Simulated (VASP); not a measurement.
Te: single point with LDA

Te:

```
Te
1.0
     2.84794    0.00000    0.00000
     0.00000    2.84794    0.00000
     0.00000    0.00000    2.84794
Te
1
Direct
  0.00000 0.00000 0.00000
```

This cell differs from its parent crystal: volume scaled by 0.75.

```json
{
  "Program": "VASP 6.6.1",
  "Task": "single point",
  "Functional": "LDA",
  "Potentials or basis": "VASP PAW LDA potentials, release 64 (Te)",
  "Cutoff": "520 eV",
  "k mesh": "12 × 12 × 12",
  "Occupations": "fermi-dirac, width 0.1 eV",
  "Spin": "no spin polarisation",
  "Dipole correction": "no",
  "Further INCAR settings": "ALGO = Normal; EDIFF = 1e-07; NBANDS = 9"
}
```

```json
{"Pressure": "34.0 GPa", "Band gap on the k mesh": "zero (band 3 reaches 15.70 eV, above the bottom of band 4 at 7.33 eV)"}
```

Levels at points of the mesh, in eV from the Fermi level:
```
           k point  band 1  band 2  band 3  band 4  band 5  band 6  band 7
(0.00, 0.00, 0.00)  -17.06    1.38    1.38    1.38    5.50    5.50    7.82
(0.50, 0.00, 0.00)  -14.04   -9.23    3.87    3.87    7.96    9.76   10.54
(0.50, 0.50, 0.00)  -10.79   -6.79   -6.79   -0.07    6.48   12.62   12.62
(0.50, 0.50, 0.50)   -7.04   -4.49   -4.49   -4.49    3.05    3.05    3.05
```

Run time: 8.4 s on 1 thread of Intel Xeon 6975P-C (shared host), peak memory 0.14 GiB.

Caveat: spin-orbit coupling is left out, which moves the levels of the heavy elements.
